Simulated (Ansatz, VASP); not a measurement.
GeCN2: VASP beside Ansatz

```
Ge N C
1.0
     1.79379    1.03565    4.92196
    -1.79379    1.03565    4.92196
     0.00000   -2.07129    4.92196
Ge N C
1 2 1
Direct
  0.00000 0.00000 0.00000
  0.58390 0.58390 0.58390
  0.41610 0.41610 0.41610
  0.50000 0.50000 0.50000
```

Alike in both runs: functional PBEsol; k mesh 8 × 8 × 8; no spin polarisation.

|  | VASP | Ansatz |
| --- | --- | --- |
| version | VASP 6.6.1 | Ansatz 0.2.0 |
| potentials or method | VASP PAW PBE potentials, release 64 (Ge_d, N, C) | Ansatz PAW |
| plane-wave cutoff (eV) | 520 | 420 |
| occupations | gaussian, width 0.01 eV | fixed |
| valence electrons in the cell | 28 | 28 |
| task | single point | band structure |

|  | VASP | Ansatz | Ansatz less VASP |
| --- | --- | --- | --- |
| gap on the k mesh at the Fermi level (eV) | 0.93 | 0.93 | +0.002 |
| least direct gap on the mesh (eV) | 1.85 | 1.86 | +0.015 |
| pressure (GPa) | -3.1 | -3.3 | -0.18 |
| traceless stress, the component that is largest in VASP (GPa) | 0.54 | -0.13 | -0.664 |
| rms of the force components (eV/Å) | 0.077 | 0.027 | -0.0505 |

VASP's potentials were made for PBE, not for PBEsol. Atom by atom the forces differ by 0.050 eV/Å (rms over components).

Noted on VASP's run: the standard files for N, O and F lose accuracy on very short bonds.
